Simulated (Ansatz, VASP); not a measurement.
## BN in VASP and in Ansatz

The input POSCAR:

```
BN
1.0
    2.5009697631      0.0000000000      0.0000000000
   -1.2504848816      2.1659033489      0.0000000000
    0.0000000000      0.0000000000      6.8957976065
B N
2 2
Direct
    0.3333333333      0.6666666667      0.2500000000
    0.6666666667      0.3333333333      0.7500000000
    0.3333333333      0.6666666667      0.7500000000
    0.6666666667      0.3333333333      0.2500000000
```

INCAR.step1

```
ALGO = Normal
EDIFF = 1E-4
ENCUT = 520
GGA = PE
ISMEAR = 0
LASPH = True
LCHARG = False
LREAL = False
LWAVE = True
NBANDS = 16
NELM = 100
PREC = Accurate
SIGMA = 0.01
```

File INCAR.step2:

```
ALGO = Normal
EDIFF = 1E-6
ENCUT = 520
ISIF = 2
ISMEAR = 0
ISTART = 1
LASPH = True
LCHARG = True
LELF = True
LMIXTAU = True
LREAL = False
LVHAR = True
LWAVE = False
METAGGA = R2SCAN
NBANDS = 16
NELM = 100
PREC = Accurate
SIGMA = 0.01
```

The input KPOINTS:

```
k-points
0
Gamma
  10 10 4
```

Input for Ansatz:

```yaml
crystal:
  lattice:
    - [2.500969763076, 2.886749681779e-11, 0.0]
    - [-1.250484881563, 2.165903348906, 0.0]
    - [0.0, 0.0, 6.8957976065]
  atoms:
    - { symbol: B, position: [0.3333333333333, 0.6666666666667, 0.25] }
    - { symbol: B, position: [0.6666666666667, 0.3333333333333, 0.75] }
    - { symbol: "N", position: [0.3333333333333, 0.6666666666667, 0.75] }
    - { symbol: "N", position: [0.6666666666667, 0.3333333333333, 0.25] }
basis:
  ecutwfc: 500
  ecutrho_ratio: 4
kpoints:
  mp_grid: { grid: [10, 10, 4] }
hamiltonian:
  xc: r2scan
scf:
  occupations: { method: gaussian, width: 0.01 }
output:
  forces: true
  stress: true
```

Alike in both runs: task single point; functional r2SCAN; k mesh 10 × 10 × 4; occupations gaussian, width 0.01 eV; no spin polarisation.

|  | VASP | Ansatz |
| --- | --- | --- |
| version | VASP 6.6.1 | Ansatz 0.2.0 |
| potentials or method | VASP PAW PBE potentials, release 64 (B, N), cutoff 520 eV | scalar-relativistic, plane waves, PAW |
| valence electrons in the cell | 16 | 16 |

```tsv
	VASP	Ansatz	Ansatz less VASP
pressure (GPa)	0.3	0.0	-0.38
traceless stress, the component that is largest in VASP (GPa)	-0.65	0.00	+0.656
```

VASP's potentials were made for PBE, not for r2SCAN. The functional is the same, so the differences come from potentials, cutoffs and numerics.
